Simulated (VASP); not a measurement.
Wanted: the native input for a VASP 6.6.1 run.

```yaml
Task: single point
Functional: PBE
Potentials_or_basis: VASP PAW PBE potentials, release 64 (Rh_pv)
Cutoff: 520 eV
k_mesh: 18 × 18 × 5
Occupations: gaussian, width 0.1 eV
Spin: no spin polarisation
Dipole_correction: no
Further_INCAR_settings: ALGO = Fast; EDIFF = 1e-07; NBANDS = 38
```

The structure of Rh lies in POSCAR:

```
Rh
1.0
    2.7116653656      0.0000000000      0.0000000000
   -1.3558326828      2.3483710932      0.0000000000
    0.0000000000      0.0000000000      8.8369678071
Rh
4
Direct
    0.0000000000      0.0000000000      0.0000000000
    0.3333333333      0.6666666667      0.2500000000
    0.0000000000      0.0000000000      0.5000000000
    0.6666666667      0.3333333333      0.7500000000
```

The input as run:

INCAR

```
SYSTEM = Rh
ALGO     = Fast           ! electronic algorithm
EDIFF    = 1E-7           ! SCF threshold, eV
ENCUT    = 520            ! plane-wave cutoff, eV
GGA      = PE             ! functional
ISIF     = 2              ! what is computed and relaxed
ISMEAR   = 0              ! smearing method
LASPH    = .TRUE.         ! aspherical terms in the spheres
LCHARG   = .TRUE.         ! write CHGCAR
LELF     = .TRUE.         ! ELF
LREAL    = .FALSE.        ! projectors in reciprocal space
LVHAR    = .TRUE.       
LWAVE    = .FALSE.        ! write WAVECAR
NBANDS   = 38             ! bands
NELM     = 100            ! most SCF steps
PREC     = Accurate       ! precision mode
SIGMA    = 0.1            ! smearing width, eV
```

KPOINTS

```
k-points
0
G
  18 18 5
  0 0 0
```

Potentials or basis: VASP PAW PBE potentials, release 64 (Rh_pv).

The run is started by

```sh
$ cat potpaw_PBE.64/Rh_pv/POTCAR > POTCAR
$ mpirun -np 1 vasp_std > vasp.out
```

It gave:

```
Pressure               : 0.1 GPa
Band gap on the k mesh : zero (band 30 reaches 12.30 eV, above the bottom of band 31 at 10.43 eV)
```

Run time: 4.3 min on 1 thread of Intel(R) Xeon(R) Platinum 8259CL CPU @ 2.50GHz (Skylake/Cascade Lake), with other jobs on the host, peak memory 0.28 GiB.
